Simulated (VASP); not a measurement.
# SiNi (Pnma) in VASP: further runs, part 2 of 2

VASP 6.6.1. The steps go on from the part before.

## 3. Single point, PBEsol

File INCAR:

```
PREC = Accurate
ENCUT = 520
EDIFF = 1E-7
ISMEAR = -1
SIGMA = 0.15
LREAL = F
LASPH = T
NELM = 60
ALGO = Normal
ISIF = 2
LWAVE = F
LCHARG = T
GGA = PS
LELF = T
LVHAR = T
NBANDS = 38
```

File KPOINTS:

```
Automatic mesh
0
Gamma
  8 10 6
```

File POSCAR:

```
SiNi
1.0
    5.1039670113      0.0000000000      0.0000000000
    0.0000000000      3.3475960597      0.0000000000
    0.0000000000      0.0000000000      5.5332438822
Si Ni
4 4
Direct
    0.3212179393      0.7500000000      0.0857690400
    0.1787820607      0.2500000000      0.5857690400
    0.8212179393      0.7500000000      0.4142309600
    0.6787820607      0.2500000000      0.9142309600
    0.0092114513      0.2500000000      0.1874431827
    0.4907885487      0.7500000000      0.6874431827
    0.5092114513      0.2500000000      0.3125568173
    0.9907885487      0.7500000000      0.8125568173
```

Potentials or basis: VASP PAW PBE potentials, release 64 (Si, Ni).

Started as:

```
$ cat potpaw_PBE.64/Si/POTCAR potpaw_PBE.64/Ni/POTCAR > POTCAR
$ mpirun -np 1 vasp_std > vasp.out
```

OUTCAR:

```text
PREC = Accurate
   ENCUT = 520
   EDIFF = 1E-7
   ISMEAR = -1
   LREAL = F
   LASPH = T
   NELM = 60
   ISIF = 2
   GGA = PS

 ion  position               nearest neighbor table
   1  0.321  0.750  0.086-   8 2.26   7 2.30   7 2.30   6 2.37   5 2.38   5 2.38   4 2.65   4 2.65
                             3 3.13   3 3.13
   2  0.179  0.250  0.586-   7 2.26   8 2.30   8 2.30   5 2.37   6 2.38   6 2.38   3 2.65   3 2.65
                             4 3.13   4 3.13
   3  0.821  0.750  0.414-   6 2.26   5 2.30   5 2.30   8 2.37   7 2.38   7 2.38   2 2.65   2 2.65
                             1 3.13   1 3.13
   4  0.679  0.250  0.914-   5 2.26   6 2.30   6 2.30   7 2.37   8 2.38   8 2.38   1 2.65   1 2.65
                             2 3.13   2 3.13
   5  0.009  0.250  0.187-   4 2.26   3 2.30   3 2.30   2 2.37   1 2.38   1 2.38   7 2.64   7 2.64
                             8 2.67   8 2.67
   6  0.491  0.750  0.687-   3 2.26   4 2.30   4 2.30   1 2.37   2 2.38   2 2.38   8 2.64   8 2.64
                             7 2.67   7 2.67
   7  0.509  0.250  0.313-   2 2.26   1 2.30   1 2.30   4 2.37   3 2.38   3 2.38   5 2.64   5 2.64
                             6 2.67   6 2.67
   8  0.991  0.750  0.813-   1 2.26   2 2.30   2 2.30   3 2.37   4 2.38   4 2.38   6 2.64   6 2.64
                             5 2.67   5 2.67

  LATTYP: Found a simple orthorhombic cell.
 ALAT       =     3.3475960597
 B/A-ratio  =     1.5246663338
 C/A-ratio  =     1.6529007035

  Lattice vectors:

 A1 = (   0.0000000000,  -3.3475960597,   0.0000000000)
 A2 = (   5.1039670113,   0.0000000000,   0.0000000000)
 A3 = (   0.0000000000,   0.0000000000,   5.5332438822)

Analysis of symmetry for initial positions (statically):
=====================================================================
 Subroutine PRICEL returns:
 Original cell was already a primitive cell.

 Routine SETGRP: Setting up the symmetry group for a
 simple orthorhombic supercell.

 Subroutine GETGRP returns: Found  8 space group operations
 (whereof  2 operations were pure point group operations)
 out of a pool of  8 trial point group operations.

The static configuration has the point symmetry S_2 .
 The point group associated with its full space group is D_2h.

Analysis of symmetry for dynamics (positions and initial velocities):
=====================================================================
 Subroutine PRICEL returns:
 Original cell was already a primitive cell.

 Routine SETGRP: Setting up the symmetry group for a
 simple orthorhombic supercell.

 Subroutine GETGRP returns: Found  8 space group operations
 (whereof  2 operations were pure point group operations)
 out of a pool of  8 trial point group operations.

The dynamic configuration has the point symmetry S_2 .
 The point group associated with its full space group is D_2h.

 Subroutine INISYM returns: Found  8 space group operations
 (whereof  2 operations are pure point group operations),
 and found     1 'primitive' translations

----------------------------------------------------------------------------------------

                                     Primitive cell

  volume of cell :      94.5411

  direct lattice vectors                    reciprocal lattice vectors
     5.103967011  0.000000000  0.000000000     0.195926031  0.000000000  0.000000000
     0.000000000  3.347596060  0.000000000     0.000000000  0.298721824  0.000000000
     0.000000000  0.000000000  5.533243882     0.000000000  0.000000000  0.180725813
[... 79 lines left out ...]
   number of dos      NEDOS =    301   number of ions     NIONS =      8
   total plane-waves  NPLWV =  47040
   dimension x,y,z NGX =    40 NGY =   28 NGZ =   42
   dimension x,y,z NGXF=    80 NGYF=   56 NGZF=   84
   ions per type =               4   4
   NGX,Y,Z   is equivalent  to a cutoff of  13.03, 13.91, 12.62 a.u.
   NGXF,Y,Z  is equivalent  to a cutoff of  26.06, 27.81, 25.24 a.u.
 SYSTEM =  unknown system
   PREC   = accura    normal or accurate (medium, high low for compatibility)
   ISTART =      0    job   : 0-new  1-cont  2-samecut
   ICHARG =      2    charge: 1-file 2-atom 10-const
   ISPIN  =      1    spin polarized calculation?
   LNONCOLLINEAR =      F non collinear calculations
   LSORBIT =      F    spin-orbit coupling
   LASPH  =      T    aspherical Exc in radial PAW
   ENCUT  =  520.0 eV  38.22 Ry    6.18 a.u.   9.49  6.22 10.29*2*pi/ulx,y,z
   NELM   =     60;   NELMIN=  2; NELMDL= -5     # of ELM steps
   EDIFF  = 0.1E-06   stopping-criterion for ELM
   LREAL  =      F    real-space projection
   EDIFFG = 0.1E-05   stopping-criterion for IOM
   NSW    =      0    number of steps for IOM
   IBRION =     -1    ionic relax: 0-MD 1-quasi-New 2-CG
   NFREE  =      0    steps in history (QN), initial steepest desc. (CG)
   ISIF   =      2    stress and relaxation
   ISYM   =      2    0-nonsym 1-usesym 2-fastsym
   POTIM  = 0.5000    time-step for ionic-motion
   TEBEG  =    0.0;   TEEND  =   0.0 temperature during run
   PSTRESS=    0.0 pullay stress
   NELECT =      56.0000    total number of electrons
   NUPDOWN=      -1.0000    fix difference up-down
   EMIN   =  10.00;   EMAX   =-10.00  energy-range for DOS
   EFERMI =   0.00;   METHOD = LEGACY
   ISMEAR =    -1;   SIGMA  =   0.15  broadening in eV -4-tet -1-fermi 0-gaus
   EFERMI_NEDOS =   21; number of points for ismear=-14 and -15
   IALGO  =     38    algorithm
   IMIX   =      4    mixing-type and parameters
     AMIX     =   0.40;   BMIX     =  1.00
     AMIX_MAG =   1.60;   BMIX_MAG =  1.00
  volume/ion in A,a.u.               =      11.82        79.75
  Fermi-wavevector in a.u.,A,eV,Ry     =   1.374877  2.598141 25.718923  1.890288
  Thomas-Fermi vector in A             =   2.500264
   LORBIT       =      0    0 simple, 1 ext, 2 COOP (PROOUT), +10 PAW based schemes
   GGA     = PS    functional components
   LHFCALC =     F    Hartree Fock is set to
   AEXX    =    0.0000 exact exchange contribution
   IVDW    =     0    specifies the selected vdW correction
   LEPSILON=     F    determine dielectric tensor
   LRPA    =     F    only Hartree local field effects (RPA)
 non-spin polarized calculation
  energy-cutoff  :      520.00
  volume of cell :       94.54
 maximum number of plane-waves:      2568
 NGX is ok and might be reduce to    40
   NGX = 19   NGY = 13   NGZ = 21

 number of electron      56.0000014 magnetization

 Free energy of the ion-electron system (eV)
  ---------------------------------------------------
  ext. energy  EPLUGINS =         0.00000000
  ---------------------------------------------------
  free energy    TOTEN  =       -52.33961449 eV

  energy without entropy =      -52.18079003  energy(sigma->0) =      -52.26020226

 E-fermi :  10.6815     XC(G=0): -12.4490

 val. band max:       10.6694935350   @ k =   0.0000   0.0000   0.3333
 cond. band min:      10.6883723009   @ k =   0.1250   0.4000   0.0000
 fundamental gap:      0.0188787659
 Fermi energy:        10.6815104088

 k-point     1 :       0.0000    0.0000    0.0000
  band No.  band energies     occupation
      1      -2.5220      2.00000
      2       0.9696      2.00000
      3       2.1740      2.00000
      4       2.7994      2.00000
      5       4.0130      2.00000
      6       4.5343      2.00000
[... 973 lines left out ...]
     37      16.7007      0.00000
     38      17.3358      0.00000

 [... further k-points ...]

------------------------ aborting loop because EDIFF is reached ----------------------------------------

  FORCE on cell =-STRESS in cart. coord.  units (eV):
  Direction    XX          YY          ZZ          XY          YZ          ZX
  --------------------------------------------------------------------------------------
  -------------------------------------------------------------------------------------
  Total        0.1445607      0.0570840      0.1321944      0.0000000      0.0000000      0.0000000
  in kB        2.4498537      0.9673954      2.2402836      0.0000000      0.0000000      0.0000000
  external PRESSURE =       1.8858443 kB  Pullay stress =       0.0000000 kB

 VOLUME and BASIS-vectors are now :
 -----------------------------------------------------------------------------
  energy-cutoff  :      520.00
  volume of cell :       94.54
      direct lattice vectors                 reciprocal lattice vectors
     5.103967011  0.000000000  0.000000000     0.195926031  0.000000000  0.000000000
     0.000000000  3.347596060  0.000000000     0.000000000  0.298721824  0.000000000
     0.000000000  0.000000000  5.533243882     0.000000000  0.000000000  0.180725813

 POSITION                                       TOTAL-FORCE (eV/Angst)
 -----------------------------------------------------------------------------------
      1.63949      2.51070      0.47458        -0.001465      0.000000      0.003583
      0.91250      0.83690      3.24120         0.001465     -0.000000      0.003583
      4.19147      2.51070      2.29204        -0.001465     -0.000000     -0.003583
      3.46448      0.83690      5.05866         0.001465     -0.000000     -0.003583
      0.04701      0.83690      1.03717         0.012727      0.000000     -0.002856
      2.50497      2.51070      3.80379        -0.012727     -0.000000     -0.002856
      2.59900      0.83690      1.72945         0.012727     -0.000000      0.002856
      5.05695      2.51070      4.49608        -0.012727     -0.000000      0.002856
 -----------------------------------------------------------------------------------
    total drift:                               -0.000000     -0.000000     -0.000000

  FREE ENERGIE OF THE ION-ELECTRON SYSTEM (eV)
  ---------------------------------------------------
  free  energy   TOTEN  =       -52.3396144929 eV

  energy  without entropy=      -52.1807900349  energy(sigma->0) =      -52.26020226
```

Wall time 11 min (1 thread of Oxide Virtual Turin-like, shared host); peak memory 0.4 GiB.

Results:

```
Free energy            : -52.3396 eV
Pressure               : 0.2 GPa
Largest force          : 0.013 eV/Å
Band gap on the k mesh : zero (band 28 reaches 11.76 eV, above the bottom of band 29 at 9.90 eV)
```

Forces on the atoms (eV/Å):
```
Si  -0.001  0.000  0.004
Si   0.001  0.000  0.004
Si  -0.001  0.000 -0.004
Si   0.001  0.000 -0.004
Ni   0.013  0.000 -0.003
Ni  -0.013  0.000 -0.003
Ni   0.013  0.000  0.003
Ni  -0.013  0.000  0.003
```

Caveat: the PAW data sets were made with another functional, which shifts forces and pressure a little. Spin polarisation is off, so any magnetic state and its effect on volume and gap are missing.
